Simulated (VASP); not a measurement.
Crystal: As2Se.

```xyz
6
Lattice="-3.5294 3.5294 2.6536 3.5294 -3.5294 2.6536 3.5294 3.5294 -2.6536" Properties=species:S:1:pos:R:3 pbc="T T T"
As    0.0000    5.2941    0.6634
As    0.0000    1.7647    0.6634
As    1.7647    3.5294    1.9902
As   -1.7647    3.5294    1.9902
Se    0.0000    0.0000    2.6536
Se    3.5294    0.0000    1.3268
```

```yaml
Program: VASP 6.6.1
Task: relaxation of cell and atoms
Functional: LDA
Potentials_or_basis: VASP PAW LDA potentials, release 64 (As, Se)
Cutoff: 600 eV
k_mesh: 8 × 8 × 8
Occupations: gaussian, width 0.1 eV
Spin: no spin polarisation
```

At the start: pressure -4.7 GPa; volume 22.04 Å³/atom.

Task: Where does the relaxation end?

Result: Over 8 steps the energy falls by 21.4 meV/atom and the volume is 20.65 Å³/atom (-6.3 %); space group I4_1/amd (No. 141, to 0.05 Å).

The path:
```tsv
step	energy change (eV)	largest force (eV/Å)	pressure (GPa)	volume (Å³)
1	0.0000	0.0000	-4.72	132.22
2	-0.0871	0.0000	3.05	120.17
3	-0.1262	0.0000	-0.05	124.26
4	-0.1262	0.0000	0.06	124.10
5	-0.1275	0.0000	0.09	123.94
6	-0.1281	0.0000	0.12	123.75
7	-0.1281	0.0000	-0.11	124.06
8	-0.1282	0.0000	0.00	123.91
```

Final structure:
```cif
data_structure
_symmetry_space_group_name_H-M 'P 1'
_symmetry_Int_Tables_number 1
_cell_length_a 5.5293
_cell_length_b 5.5293
_cell_length_c 5.5293
_cell_angle_alpha 102.817
_cell_angle_beta 102.817
_cell_angle_gamma 123.803
_cell_volume 123.91
loop_
_atom_site_label
_atom_site_type_symbol
_atom_site_fract_x
_atom_site_fract_y
_atom_site_fract_z
_atom_site_occupancy
As1 As 0.87500 0.12500 0.75000 1
As2 As 0.37500 0.12500 0.25000 1
As3 As 0.87500 0.62500 0.75000 1
As4 As 0.87500 0.12500 0.25000 1
Se1 Se 0.50000 0.50000 0.00000 1
Se2 Se 0.25000 0.75000 0.50000 1
```
